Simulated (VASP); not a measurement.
Write the native input for VASP 6.6.1 that does the following.

```yaml
Task: single point
Functional: PBEsol
Potentials_or_basis: VASP PAW PBE potentials, release 64 (Cu, O)
Cutoff: 520 eV
k_mesh: 14 × 14 × 8
Occupations: gaussian, width 0.1 eV
Spin: no spin polarisation
Dipole_correction: no
Further_INCAR_settings: ALGO = Normal; EDIFF = 1e-07; NBANDS = 25
```

The structure of CuO lies in POSCAR:

```
CuO
1.0
    2.0425330993     -2.0503581635      0.0000000000
    2.0425330993      2.0503581635      0.0000000000
    0.0000000000      0.0000000000      5.0922648207
Cu O
2 2
Direct
    0.0000000000      0.5000000000      0.0000000000
    0.5000000000      0.0000000000      0.5000000000
    0.5000000000      0.5000000000      0.2500000000
    0.5000000000      0.5000000000      0.7500000000
```

One way to write it, as run:

INCAR

```
PREC = Accurate ; ENCUT = 520
EDIFF = 1E-7 ; ISMEAR = 0
SIGMA = 0.1 ; LREAL = False
LASPH = True ; NELM = 80
ALGO = Normal ; ISIF = 2
LWAVE = False ; LCHARG = True
GGA = PS ; LELF = True
LVHAR = True ; NBANDS = 25
```

KPOINTS

```
Automatic mesh
0
Gamma
  14 14 8
```

Potentials or basis: VASP PAW PBE potentials, release 64 (Cu, O).

Run with:

```console
$ cat potpaw_PBE.64/Cu/POTCAR potpaw_PBE.64/O/POTCAR > POTCAR
$ mpirun -np 1 vasp_std > vasp.out
```

Results of the run:

The pressure is 0.8 GPa. The band gap on the k mesh is zero (band 17 reaches 5.91 eV, above the bottom of band 18 at 4.71 eV).

Caveat: the PAW data sets were made with another functional, which shifts forces and pressure a little; semilocal functionals often make such compounds metallic where correlation or magnetic order opens a gap, which also shifts bond lengths.

Run time: 2 min on 1 thread of Intel(R) Xeon(R) 6975P-C (Granite Rapids), on a shared host, peak memory 0.35 GiB.
